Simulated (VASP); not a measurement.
# KBaI3 (P1) in VASP: single point with PBEsol

Aim: the single point of KBaI3 with PBEsol.

Program: VASP 6.6.1. These are calculated values, not measurements. Logs are shortened: lines on timing, memory, paths and dates and some standing lists are left out, and cuts for length are marked.

## 1. The cell of the first run

The typed cell holds 10 atoms: a = 6.479 Å, b = 12.484 Å, c = 6.332 Å, α = 90.01°, β = 87.65°, γ = 90.00°.

## 2. Single point, PBEsol

INCAR reads:

```
SYSTEM = KBaI3
PREC = Accurate
ENCUT = 500
EDIFF = 1E-6
ISMEAR = -1
SIGMA = 0.05
LREAL = .FALSE.
LASPH = .TRUE.
NELM = 120
ALGO = Normal
ISIF = 2
LWAVE = .FALSE.
LCHARG = .FALSE.
GGA = PS
NBANDS = 51
GGA_COMPAT = .FALSE.
```

KPOINTS reads:

```
regular mesh
0
G
  4 2 4
  0 0 0
```

POSCAR reads:

```
KBaI3
1.0
    6.4776942496     -0.0004067066      0.1302719592
    0.0001581334     12.4838904324     -0.0014243649
    0.1326561147     -0.0009148285      6.3305279972
K Ba I
2 2 6
Direct
    0.0526026332     -0.0475323743     -0.1319240256
   -0.0598553531      0.4524145503      0.1213577264
    0.3974242276      0.2588382625      0.5787026400
    0.5945331998      0.7587319238      0.4110553828
    0.2406024862      0.1996831021      0.0887700785
    0.5702854479      0.0050300514      0.6486731689
   -0.1079588297      0.3372379697      0.6287898392
    0.7513318048      0.6999835993     -0.0991106442
    0.4221501867      0.5049187143      0.3407098396
    0.0999518086      0.8373289338      0.3608919953
```

Potentials or basis: VASP PAW PBE potentials, release 64 (K_sv, Ba_sv, I).

Command:

```
> cat potpaw_PBE.64/K_sv/POTCAR potpaw_PBE.64/Ba_sv/POTCAR potpaw_PBE.64/I/POTCAR > POTCAR
> mpirun -np 1 vasp_std > vasp.out
```

OUTCAR:

```text
SYSTEM = KBaI3
   PREC = Accurate
   ENCUT = 500
   EDIFF = 1E-6
   ISMEAR = -1
   LREAL = .FALSE.
   LASPH = .TRUE.
   NELM = 120
   ISIF = 2
   GGA = PS

 ion  position               nearest neighbor table
   1  0.053  0.952  0.868-  10 3.46  10 3.52   6 3.53   5 3.62   6 3.64
   2  0.940  0.452  0.121-   7 3.46   7 3.52   9 3.53   8 3.62   9 3.64
   3  0.397  0.259  0.579-   7 3.38   5 3.39   6 3.40   7 3.42   9 3.42   5 3.43
   4  0.595  0.759  0.411-  10 3.38   8 3.38   9 3.39  10 3.42   6 3.42   8 3.43
   5  0.241  0.200  0.089-   3 3.39   3 3.43   1 3.62
   6  0.570  0.005  0.649-   3 3.40   4 3.42   1 3.53   1 3.64
   7  0.892  0.337  0.629-   3 3.38   3 3.42   2 3.46   2 3.52
   8  0.751  0.700  0.901-   4 3.38   4 3.43   2 3.62
   9  0.422  0.505  0.341-   4 3.39   3 3.42   2 3.53   2 3.64
  10  0.100  0.837  0.361-   4 3.38   4 3.42   1 3.46   1 3.52

  LATTYP: Found a triclinic cell.
 ALAT       =     6.3319178141
 B/A-ratio  =     1.0232293375
 C/A-ratio  =     1.9715812620
 COS(alpha) =     0.0000524027
 COS(beta)  =     0.0002582847
 COS(gamma) =     0.0410485328

  Lattice vectors:

 A1 = (  -0.1326561147,   0.0009148285,  -6.3305279972)
 A2 = (  -6.4776942496,   0.0004067066,  -0.1302719592)
 A3 = (   0.0001581334,  12.4838904324,  -0.0014243649)

Analysis of symmetry for initial positions (statically):
=====================================================================
 Subroutine PRICEL returns:
 Original cell was already a primitive cell.

 Routine SETGRP: Setting up the symmetry group for a
 triclinic supercell.

 Subroutine GETGRP returns: Found  1 space group operations
 (whereof  1 operations were pure point group operations)
 out of a pool of  2 trial point group operations.

The static configuration has the point symmetry C_1 .

Analysis of symmetry for dynamics (positions and initial velocities):
=====================================================================
 Subroutine PRICEL returns:
 Original cell was already a primitive cell.

 Routine SETGRP: Setting up the symmetry group for a
 triclinic supercell.

 Subroutine GETGRP returns: Found  1 space group operations
 (whereof  1 operations were pure point group operations)
 out of a pool of  2 trial point group operations.

The dynamic configuration has the point symmetry C_1 .

 Subroutine INISYM returns: Found  1 space group operations
 (whereof  1 operations are pure point group operations),
 and found     1 'primitive' translations

----------------------------------------------------------------------------------------

                                     Primitive cell

  volume of cell :     511.7140

  direct lattice vectors                    reciprocal lattice vectors
     6.477694250 -0.000406707  0.130271959     0.154441003 -0.000002326 -0.003236309
     0.000158133 12.483890432 -0.001424365     0.000004799  0.080103236  0.000011475
     0.132656115 -0.000914828  6.330527997    -0.003178143  0.000018071  0.158031308

  length of vectors
     6.479004070 12.483890515  6.331917814     0.154474908  0.080103236  0.158063263

  position of ions in fractional coordinates (direct lattice)
     0.052602633  0.952467626  0.868075974
     0.940144647  0.452414550  0.121357726
     0.397424228  0.258838262  0.578702640
     0.594533200  0.758731924  0.411055383
     0.240602486  0.199683102  0.088770078
     0.570285448  0.005030051  0.648673169
     0.892041170  0.337237970  0.628789839
     0.751331805  0.699983599  0.900889356
     0.422150187  0.504918714  0.340709840
     0.099951809  0.837328934  0.360891995

  ion indices of the primitive-cell ions
   primitive index   ion index
                 1           1
                 2           2
                 3           3
                 4           4
                 5           5
                 6           6
                 7           7
                 8           8
                 9           9
                10          10

----------------------------------------------------------------------------------------

 KPOINTS: regular mesh

Automatic generation of k-mesh.
 Grid dimensions read from file:
 generate k-points for:    4    2    4

 Generating k-lattice:

  Cartesian coordinates                     Fractional coordinates (reciprocal lattice)
     0.038610251 -0.000000581 -0.000809077     0.250000000  0.000000000  0.000000000
     0.000002399  0.040051618  0.000005738     0.000000000  0.500000000  0.000000000
    -0.000794536  0.000004518  0.039507827     0.000000000  0.000000000  0.250000000

  Length of vectors
     0.038618727  0.040051618  0.039515816

  Shift w.r.t. Gamma in fractional coordinates (k-lattice)
     0.000000000  0.000000000  0.000000000

 Subroutine IBZKPT returns following result:
 ===========================================

 Found     20 irreducible k-points:

 Following reciprocal coordinates:
            Coordinates               Weight
  0.000000  0.000000  0.000000      1.000000
  0.250000  0.000000 -0.000000      2.000000
  0.500000  0.000000 -0.000000      1.000000
  0.000000  0.500000  0.000000      1.000000
  0.250000  0.500000 -0.000000      2.000000
  0.500000  0.500000  0.000000      1.000000
[... 12 lines left out ...]
  0.250000  0.500000  0.500000      2.000000
  0.500000  0.500000  0.500000      1.000000
   k-points           NKPTS =     20   k-points in BZ     NKDIM =     20   number of bands    NBANDS=     51
   number of dos      NEDOS =    301   number of ions     NIONS =     10
   total plane-waves  NPLWV = 221184
   dimension x,y,z NGX =    48 NGY =   96 NGZ =   48
   dimension x,y,z NGXF=    96 NGYF=  192 NGZF=   96
   ions per type =               2   2   6
   NGX,Y,Z   is equivalent  to a cutoff of  12.32, 12.78, 12.60 a.u.
   NGXF,Y,Z  is equivalent  to a cutoff of  24.63, 25.57, 25.21 a.u.
 SYSTEM =  KBaI3
   PREC   = accura    normal or accurate (medium, high low for compatibility)
   ISTART =      0    job   : 0-new  1-cont  2-samecut
   ICHARG =      2    charge: 1-file 2-atom 10-const
   ISPIN  =      1    spin polarized calculation?
   LNONCOLLINEAR =      F non collinear calculations
   LSORBIT =      F    spin-orbit coupling
   LASPH  =      T    aspherical Exc in radial PAW
   ENCUT  =  500.0 eV  36.75 Ry    6.06 a.u.  11.81 22.76 11.54*2*pi/ulx,y,z
   NELM   =    120;   NELMIN=  2; NELMDL= -5     # of ELM steps
   EDIFF  = 0.1E-05   stopping-criterion for ELM
   LREAL  =      F    real-space projection
   EDIFFG = 0.1E-04   stopping-criterion for IOM
   NSW    =      0    number of steps for IOM
   IBRION =     -1    ionic relax: 0-MD 1-quasi-New 2-CG
   NFREE  =      0    steps in history (QN), initial steepest desc. (CG)
   ISIF   =      2    stress and relaxation
   ISYM   =      2    0-nonsym 1-usesym 2-fastsym
   POTIM  = 0.5000    time-step for ionic-motion
   TEBEG  =    0.0;   TEEND  =   0.0 temperature during run
   PSTRESS=    0.0 pullay stress
   NELECT =      80.0000    total number of electrons
   NUPDOWN=      -1.0000    fix difference up-down
   EMIN   =  10.00;   EMAX   =-10.00  energy-range for DOS
   EFERMI =   0.00;   METHOD = LEGACY
   ISMEAR =    -1;   SIGMA  =   0.05  broadening in eV -4-tet -1-fermi 0-gaus
   EFERMI_NEDOS =   21; number of points for ismear=-14 and -15
   IALGO  =     38    algorithm
   IMIX   =      4    mixing-type and parameters
     AMIX     =   0.40;   BMIX     =  1.00
     AMIX_MAG =   1.60;   BMIX_MAG =  1.00
  volume/ion in A,a.u.               =      51.17       345.32
  Fermi-wavevector in a.u.,A,eV,Ry     =   0.881920  1.666587 10.582373  0.777782
  Thomas-Fermi vector in A             =   2.002481
   LORBIT       =      0    0 simple, 1 ext, 2 COOP (PROOUT), +10 PAW based schemes
   GGA     = PS    functional components
   LHFCALC =     F    Hartree Fock is set to
   AEXX    =    0.0000 exact exchange contribution
   IVDW    =     0    specifies the selected vdW correction
   LEPSILON=     F    determine dielectric tensor
   LRPA    =     F    only Hartree local field effects (RPA)
 non-spin polarized calculation
  energy-cutoff  :      500.00
  volume of cell :      511.71
 maximum number of plane-waves:     13023
   NGX = 23   NGY = 45   NGZ = 23

 number of electron      80.0000000 magnetization

 Free energy of the ion-electron system (eV)
  ---------------------------------------------------
  ext. energy  EPLUGINS =         0.00000000
  ---------------------------------------------------
  free energy    TOTEN  =       -32.80194525 eV

  energy without entropy =      -32.80194525  energy(sigma->0) =      -32.80194525

 E-fermi :   1.0977     XC(G=0):  -7.0445

 val. band max:       -0.1160644489   @ k =   0.5000  -0.0000   0.5000
 cond. band min:       3.4703276739   @ k =   0.0000   0.0000   0.0000
 fundamental gap:      3.5863921227
 Fermi energy:         1.0976616175

 k-point     1 :       0.0000    0.0000    0.0000
  band No.  band energies     occupation
      1     -28.9351      2.00000
      2     -28.9304      2.00000
      3     -26.6771      2.00000
      4     -26.6754      2.00000
      5     -12.5346      2.00000
      6     -12.5203      2.00000
[... 43 lines left out ...]
     50       5.4761      0.00000
     51       5.5643      0.00000

 k-point     2 :       0.2500    0.0000   -0.0000
  band No.  band energies     occupation
      1     -28.9350      2.00000
      2     -28.9304      2.00000
      3     -26.6769      2.00000
      4     -26.6753      2.00000
      5     -12.5417      2.00000
      6     -12.5271      2.00000
[... 43 lines left out ...]
     50       5.4448      0.00000
     51       5.6554      0.00000

 k-point     3 :       0.5000    0.0000   -0.0000
  band No.  band energies     occupation
      1     -28.9350      2.00000
      2     -28.9304      2.00000
      3     -26.6768      2.00000
      4     -26.6751      2.00000
      5     -12.5494      2.00000
      6     -12.5436      2.00000
[... 907 lines left out ...]
     50       5.4730      0.00000
     51       5.8348      0.00000

 k-point    20 :       0.5000    0.5000    0.5000
  band No.  band energies     occupation
      1     -28.9350      2.00000
      2     -28.9304      2.00000
      3     -26.6764      2.00000
      4     -26.6748      2.00000
      5     -12.5695      2.00000
      6     -12.5653      2.00000
[... 43 lines left out ...]
     50       5.3530      0.00000
     51       5.8652      0.00000

------------------------ aborting loop because EDIFF is reached ----------------------------------------

  FORCE on cell =-STRESS in cart. coord.  units (eV):
  Direction    XX          YY          ZZ          XY          YZ          ZX
  --------------------------------------------------------------------------------------
  -------------------------------------------------------------------------------------
  Total        0.5745981      0.5393754      0.5597929      0.0027001      0.0054718      0.0393044
  in kB        1.7990678      1.6887855      1.7527127      0.0084540      0.0171323      0.1230621
  external PRESSURE =       1.7468553 kB  Pullay stress =       0.0000000 kB

 VOLUME and BASIS-vectors are now :
 -----------------------------------------------------------------------------
  energy-cutoff  :      500.00
  volume of cell :      511.71
      direct lattice vectors                 reciprocal lattice vectors
     6.477694250 -0.000406707  0.130271959     0.154441003 -0.000002326 -0.003236309
     0.000158133 12.483890432 -0.001424365     0.000004799  0.080103236  0.000011475
     0.132656115 -0.000914828  6.330527997    -0.003178143  0.000018071  0.158031308

 POSITION                                       TOTAL-FORCE (eV/Angst)
 -----------------------------------------------------------------------------------
      0.45605     11.88969      5.50088         0.000146      0.004236     -0.001709
      6.10614      5.64740      0.89009        -0.003197      0.005371      0.003143
      2.65120      3.23062      3.71490         0.004984     -0.009804      0.006209
      3.90585      9.47131      2.67857        -0.004678     -0.001729     -0.007274
      1.57036      2.49264      0.59302        -0.021114     -0.015176     -0.001560
      3.78019      0.06197      4.18073         0.010451     -0.001514      0.017983
      5.86184      4.20910      4.09630         0.001987      0.022167      0.004854
      4.98652      8.73739      5.79999         0.022474     -0.020140      0.003284
      2.77984      6.30287      2.21115        -0.010884     -0.002825     -0.019109
      0.69546     10.45275      2.29647        -0.000168      0.019414     -0.005821
 -----------------------------------------------------------------------------------
    total drift:                                0.000029     -0.000267     -0.000089

  FREE ENERGIE OF THE ION-ELECTRON SYSTEM (eV)
  ---------------------------------------------------
  free  energy   TOTEN  =       -32.8019452520 eV

  energy  without entropy=      -32.8019452520  energy(sigma->0) =      -32.80194525
```

Run time: 17 min. Hardware: 1 thread of Intel Xeon 8259CL, shared host; peak memory 0.78 GiB.

Results:

* Free energy: -32.8019 eV
* Pressure: 0.2 GPa
* Largest force: 0.030 eV/Å
* Band gap on the k mesh: 3.59 eV (least direct gap 3.64 eV)

Forces on the atoms (eV/Å):
```
K    0.000  0.004 -0.002
K   -0.003  0.005  0.003
Ba   0.005 -0.010  0.006
Ba  -0.005 -0.002 -0.007
I   -0.021 -0.015 -0.002
I    0.010 -0.002  0.018
I    0.002  0.022  0.005
I    0.022 -0.020  0.003
I   -0.011 -0.003 -0.019
I    0.000  0.019 -0.006
```

Caveat: the PAW data sets were made with another functional, which shifts forces and pressure a little; spin-orbit coupling is left out, which moves the levels of the heavy elements.
